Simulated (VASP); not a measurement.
# Mo in VASP: single point with PBEsol

Aim: the single point of Mo with PBEsol.

Program: VASP 6.6.1. These are calculated values, not measurements. Logs are shortened: lines on timing, memory, paths and dates and some standing lists are left out, and cuts for length are marked.

## Step 1: The cell of the first run

The cell holds a slab with vacuum, 13 atoms: a = 4.443 Å, b = 4.443 Å, c = 30.884 Å, α = 90.00°, β = 90.00°, γ = 120.00°.

## Step 2: Single point, PBEsol

INCAR

```
SYSTEM = Mo
  PREC = Accurate
  ENCUT = 520
  EDIFF = 1E-6
  ISMEAR = 0
  SIGMA = 0.1
  LREAL = .False.
  LASPH = .True.
  NELM = 60
  ALGO = Normal
  ISIF = 2
  LWAVE = .False.
  LCHARG = .True.
  LDIPOL = .True.
  IDIPOL = 3
  DIPOL = 0.5 0.5 0.499
  GGA = PS
  LELF = .True.
  LVHAR = .True.
  LVACPOTAV = .True.
  NBANDS = 103
```

KPOINTS

```
Automatic mesh
0
Gamma
  9 9 1
  0 0 0
```

POSCAR

```
Mo
1.0
    4.4434590138      0.0000000029      0.0000000000
   -2.2217295094      3.8481483852      0.0000000000
    0.0000000000      0.0000000000     30.8842070626
Mo
13
Direct
    0.6666666667      0.3333333333      0.3237900840
    0.3333333333      0.6666666667      0.3531584034
    0.0000000000      0.0000000000      0.3825267227
    0.6666666667      0.3333333333      0.4118950420
    0.3333333333      0.6666666667      0.4412633613
    0.0000000000      0.0000000000      0.4706316807
    0.6666666667      0.3333333333      0.4998896105
    0.3333333333      0.6666666667      0.5292550574
    0.0000000000      0.0000000000      0.5594837253
    0.6666666667      0.3333333333      0.5875282167
    0.3333333333      0.6666666667      0.6206088206
    0.0000000000      0.0000000000      0.6433745982
    0.6666666667      0.3333333333      0.6665825916
```

Potentials or basis: VASP PAW PBE potentials, release 64 (Mo_sv).

On the command line:

```bash
$ cat potpaw_PBE.64/Mo_sv/POTCAR > POTCAR
$ mpirun -np 1 vasp_std > vasp.out
```

OUTCAR:

```text
SYSTEM = Mo
   PREC = Accurate
   ENCUT = 520
   EDIFF = 1E-6
   ISMEAR = 0
   LREAL = .False.
   LASPH = .True.
   NELM = 60
   ISIF = 2
   GGA = PS

 ion  position               nearest neighbor table
   1  0.667  0.333  0.324-   4 2.72   2 2.72   2 2.72   2 2.72   3 3.14   3 3.14   3 3.14
   2  0.333  0.667  0.353-   5 2.72   3 2.72   3 2.72   3 2.72   1 2.72   1 2.72   1 2.72   4 3.14
                             4 3.14   4 3.14
   3  0.000  0.000  0.383-   6 2.72   4 2.72   2 2.72   4 2.72   2 2.72   4 2.72   2 2.72   5 3.14
                             5 3.14   5 3.14   1 3.14   1 3.14   1 3.14
   4  0.667  0.333  0.412-   7 2.72   1 2.72   3 2.72   5 2.72   5 2.72   3 2.72   3 2.72   5 2.72
                             2 3.14   2 3.14   2 3.14   6 3.14   6 3.14   6 3.14
   5  0.333  0.667  0.441-   8 2.72   2 2.72   4 2.72   4 2.72   4 2.72   6 2.72   6 2.72   6 2.72
                             7 3.14   7 3.14   7 3.14   3 3.14   3 3.14   3 3.14
   6  0.000  0.000  0.471-   7 2.72   7 2.72   7 2.72   3 2.72   5 2.72   5 2.72   5 2.72   9 2.74
                             8 3.14   8 3.14   8 3.14   4 3.14   4 3.14   4 3.14
   7  0.667  0.333  0.500-  10 2.71   4 2.72   6 2.72   6 2.72   6 2.72   8 2.72   8 2.72   8 2.72
                             5 3.14   5 3.14   5 3.14   9 3.16   9 3.16   9 3.16
   8  0.333  0.667  0.529-   5 2.72   7 2.72   7 2.72   7 2.72   9 2.73   9 2.73   9 2.73  11 2.82
                            10 3.13  10 3.13  10 3.13   6 3.14   6 3.14   6 3.14
   9  0.000  0.000  0.559-  12 2.59  10 2.71  10 2.71  10 2.71   8 2.73   8 2.73   8 2.73   6 2.74
                             7 3.16   7 3.16   7 3.16  11 3.19  11 3.19  11 3.19
  10  0.667  0.333  0.588-  13 2.44   7 2.71   9 2.71   9 2.71   9 2.71  11 2.76  11 2.76  11 2.76
                            12 3.09  12 3.09  12 3.09   8 3.13   8 3.13   8 3.13
  11  0.333  0.667  0.621-  12 2.66  12 2.66  12 2.66  10 2.76  10 2.76  10 2.76   8 2.82  13 2.93
                            13 2.93  13 2.93   9 3.19   9 3.19   9 3.19
  12  0.000  0.000  0.643-   9 2.59  11 2.66  11 2.66  11 2.66  13 2.66  13 2.66  13 2.66  10 3.09
                            10 3.09  10 3.09
  13  0.667  0.333  0.667-  10 2.44  12 2.66  12 2.66  12 2.66  11 2.93  11 2.93  11 2.93

  LATTYP: Found a hexagonal cell.
 ALAT       =     4.4434590138
 C/A-ratio  =     6.9504876644

  Lattice vectors:

 A1 = (   4.4434590138,   0.0000000029,   0.0000000000)
 A2 = (  -2.2217295094,   3.8481483852,   0.0000000000)
 A3 = (   0.0000000000,   0.0000000000,  30.8842070626)

Analysis of symmetry for initial positions (statically):
=====================================================================
 Subroutine PRICEL returns:
 Original cell was already a primitive cell.

 Routine SETGRP: Setting up the symmetry group for a
 hexagonal supercell.

 Subroutine GETGRP returns: Found  6 space group operations
 (whereof  6 operations were pure point group operations)
 out of a pool of 24 trial point group operations.

The static configuration has the point symmetry C_3v.

Analysis of symmetry for dynamics (positions and initial velocities):
=====================================================================
 Subroutine PRICEL returns:
 Original cell was already a primitive cell.

 Routine SETGRP: Setting up the symmetry group for a
 hexagonal supercell.

 Subroutine GETGRP returns: Found  6 space group operations
 (whereof  6 operations were pure point group operations)
 out of a pool of 24 trial point group operations.

The dynamic configuration has the point symmetry C_3v.

 Subroutine INISYM returns: Found  6 space group operations
 (whereof  6 operations are pure point group operations),
 and found     1 'primitive' translations

----------------------------------------------------------------------------------------

                                     Primitive cell

  volume of cell :     528.0918

  direct lattice vectors                    reciprocal lattice vectors
     4.443459014  0.000000003  0.000000000     0.225049898  0.129932620  0.000000000
    -2.221729509  3.848148385  0.000000000    -0.000000000  0.259865239  0.000000000
     0.000000000  0.000000000 30.884207063     0.000000000  0.000000000  0.032379008

  length of vectors
     4.443459014  4.443459014 30.884207063     0.259865239  0.259865239  0.032379008

  position of ions in fractional coordinates (direct lattice)
     0.666666667  0.333333333  0.323790084
     0.333333333  0.666666667  0.353158403
     0.000000000  0.000000000  0.382526723
[... 54 lines left out ...]
            Coordinates               Weight
  0.000000  0.000000  0.000000      1.000000
  0.111111  0.000000  0.000000      6.000000
  0.222222  0.000000  0.000000      6.000000
  0.333333  0.000000  0.000000      6.000000
  0.444444  0.000000  0.000000      6.000000
  0.111111  0.111111  0.000000      6.000000
  0.222222  0.111111  0.000000     12.000000
  0.333333  0.111111  0.000000     12.000000
  0.444444  0.111111  0.000000      6.000000
  0.222222  0.222222  0.000000      6.000000
  0.333333  0.222222  0.000000     12.000000
  0.333333  0.333333  0.000000      2.000000
   k-points           NKPTS =     12   k-points in BZ     NKDIM =     12   number of bands    NBANDS=    103
   number of dos      NEDOS =    301   number of ions     NIONS =     13
   total plane-waves  NPLWV = 311040
   dimension x,y,z NGX =    36 NGY =   36 NGZ =  240
   dimension x,y,z NGXF=    72 NGYF=   72 NGZF=  480
   ions per type =              13
   NGX,Y,Z   is equivalent  to a cutoff of  13.47, 13.47, 12.92 a.u.
   NGXF,Y,Z  is equivalent  to a cutoff of  26.94, 26.94, 25.84 a.u.
 SYSTEM =  Mo
   PREC   = accura    normal or accurate (medium, high low for compatibility)
   ISTART =      0    job   : 0-new  1-cont  2-samecut
   ICHARG =      2    charge: 1-file 2-atom 10-const
   ISPIN  =      1    spin polarized calculation?
   LNONCOLLINEAR =      F non collinear calculations
   LSORBIT =      F    spin-orbit coupling
   LASPH  =      T    aspherical Exc in radial PAW
   ENCUT  =  520.0 eV  38.22 Ry    6.18 a.u.   8.26  8.26 57.42*2*pi/ulx,y,z
   NELM   =     60;   NELMIN=  2; NELMDL= -5     # of ELM steps
   EDIFF  = 0.1E-05   stopping-criterion for ELM
   LREAL  =      F    real-space projection
   EDIFFG = 0.1E-04   stopping-criterion for IOM
   NSW    =      0    number of steps for IOM
   IBRION =     -1    ionic relax: 0-MD 1-quasi-New 2-CG
   NFREE  =      0    steps in history (QN), initial steepest desc. (CG)
   ISIF   =      2    stress and relaxation
   ISYM   =      2    0-nonsym 1-usesym 2-fastsym
   POTIM  = 0.5000    time-step for ionic-motion
   TEBEG  =    0.0;   TEEND  =   0.0 temperature during run
   PSTRESS=    0.0 pullay stress
   NELECT =     182.0000    total number of electrons
   NUPDOWN=      -1.0000    fix difference up-down
   EMIN   =  10.00;   EMAX   =-10.00  energy-range for DOS
   EFERMI =   0.00;   METHOD = LEGACY
   ISMEAR =     0;   SIGMA  =   0.10  broadening in eV -4-tet -1-fermi 0-gaus
   EFERMI_NEDOS =   21; number of points for ismear=-14 and -15
   IALGO  =     38    algorithm
   IMIX   =      4    mixing-type and parameters
     AMIX     =   0.40;   BMIX     =  1.00
     AMIX_MAG =   1.60;   BMIX_MAG =  1.00
  volume/ion in A,a.u.               =      40.62       274.13
  Fermi-wavevector in a.u.,A,eV,Ry     =   1.147789  2.169007 17.924589  1.317420
  Thomas-Fermi vector in A             =   2.284467
   LORBIT       =      0    0 simple, 1 ext, 2 COOP (PROOUT), +10 PAW based schemes
   GGA     = PS    functional components
   LHFCALC =     F    Hartree Fock is set to
   AEXX    =    0.0000 exact exchange contribution
   IVDW    =     0    specifies the selected vdW correction
   LEPSILON=     F    determine dielectric tensor
   LRPA    =     F    only Hartree local field effects (RPA)
 non-spin polarized calculation
 Gauss-broadening in eV      SIGMA  =   0.10
  energy-cutoff  :      520.00
  volume of cell :      528.09
 maximum number of plane-waves:     14257
 NGX is ok and might be reduce to    36
   NGX = 17   NGY = 17   NGZ =115

 dipolmoment           0.000000      0.000000     -0.459293 electrons x Angstroem

 number of electron     182.0000024 magnetization

 dipolmoment           0.000000      0.000000      0.033572 electrons x Angstroem

 Free energy of the ion-electron system (eV)
  ---------------------------------------------------
  ext. energy  EPLUGINS =         0.00000000
  ---------------------------------------------------
  free energy    TOTEN  =      -145.63088618 eV

  energy without entropy =     -145.58067477  energy(sigma->0) =     -145.60578048

 E-fermi :   2.4217     XC(G=0):  -5.9235

 val. band max:        2.4195636531   @ k =   0.4444   0.1111   0.0000
 cond. band min:       2.4307180060   @ k =   0.2222   0.2222   0.0000
 fundamental gap:      0.0111543529
 Fermi energy:         2.4216519457

 k-point     1 :       0.0000    0.0000    0.0000
  band No.  band energies     occupation
      1     -58.7150      2.00000
      2     -58.6572      2.00000
      3     -58.5592      2.00000
      4     -58.5123      2.00000
      5     -58.4743      2.00000
      6     -58.4129      2.00000
[... 1261 lines left out ...]
    102       3.3969      0.00000
    103       3.5660      0.00000

------------------------ aborting loop because EDIFF is reached ----------------------------------------

  FORCE on cell =-STRESS in cart. coord.  units (eV):
  Direction    XX          YY          ZZ          XY          YZ          ZX
  --------------------------------------------------------------------------------------
  -------------------------------------------------------------------------------------
  Total      -11.9940093    -11.9940093     -6.2680983     -0.0000000      0.0000000      0.0000000
  in kB      -36.3886145    -36.3886145    -19.0167780     -0.0000000      0.0000000      0.0000000
  external PRESSURE =     -30.5980023 kB  Pullay stress =       0.0000000 kB

 VOLUME and BASIS-vectors are now :
 -----------------------------------------------------------------------------
  energy-cutoff  :      520.00
  volume of cell :      528.09
      direct lattice vectors                 reciprocal lattice vectors
     4.443459014  0.000000003  0.000000000     0.225049898  0.129932620  0.000000000
    -2.221729509  3.848148385  0.000000000    -0.000000000  0.259865239  0.000000000
     0.000000000  0.000000000 30.884207063     0.000000000  0.000000000  0.032379008

 POSITION                                       TOTAL-FORCE (eV/Angst)
 -----------------------------------------------------------------------------------
      2.22173      1.28272     10.00000        -0.000000      0.000000      2.309816
     -0.00000      2.56543     10.90702        -0.000000      0.000000      0.099246
      0.00000      0.00000     11.81403        -0.000000      0.000000     -0.797332
      2.22173      1.28272     12.72105         0.000000      0.000000     -0.997403
     -0.00000      2.56543     13.62807         0.000000     -0.000000     -0.346591
      0.00000      0.00000     14.53509        -0.000000      0.000000     -0.330483
      2.22173      1.28272     15.43869         0.000000     -0.000000      0.001699
     -0.00000      2.56543     16.34562        -0.000000      0.000000      0.018586
      0.00000      0.00000     17.27921        -0.000000      0.000000      0.016732
      2.22173      1.28272     18.14534         0.000000     -0.000000     -0.059513
     -0.00000      2.56543     19.16701         0.000000     -0.000000     -0.002887
      0.00000      0.00000     19.87011        -0.000000      0.000000      0.042852
      2.22173      1.28272     20.58687         0.000000      0.000000      0.045278
 -----------------------------------------------------------------------------------
    total drift:                               -0.000000      0.000000     -0.001491

  FREE ENERGIE OF THE ION-ELECTRON SYSTEM (eV)
  ---------------------------------------------------
  free  energy   TOTEN  =      -145.6308861804 eV

  energy  without entropy=     -145.5806747742  energy(sigma->0) =     -145.60578048

 vacuum level on the upper side and lower side of the slab         6.469         6.113
```

Run time: 65 min. Hardware: 1 thread of Intel Xeon Platinum 8259CL at 2.50GHz (Skylake/Cascade Lake), shared host; peak memory 0.9 GiB.

What came out:

```
Free energy            : -145.6309 eV
Largest force          : 2.310 eV/Å
Band gap on the k mesh : zero (bands 91 and 92 overlap by 0.14 eV)
```

Forces in eV/Å, atoms in the order of the input:
```
Mo   0.000  0.000  2.310
Mo   0.000  0.000  0.099
Mo   0.000  0.000 -0.797
Mo   0.000  0.000 -0.997
Mo   0.000  0.000 -0.347
Mo   0.000  0.000 -0.330
Mo   0.000  0.000  0.002
Mo   0.000  0.000  0.019
Mo   0.000  0.000  0.017
Mo   0.000  0.000 -0.060
Mo   0.000  0.000 -0.003
Mo   0.000  0.000  0.043
Mo   0.000  0.000  0.045
```

Levels at points of the mesh, in eV from the Fermi level:
| k point | band 88 | band 89 | band 90 | band 91 | band 92 | band 93 | band 94 | band 95 |
| --- | --- | --- | --- | --- | --- | --- | --- | --- |
| (0.00, 0.00, 0.00) | -1.17 | -1.17 | -0.87 | -0.70 | 0.06 | 0.96 | 1.22 | 1.22 |

Caveat: the PAW data sets were made with another functional, which shifts forces and pressure a little.
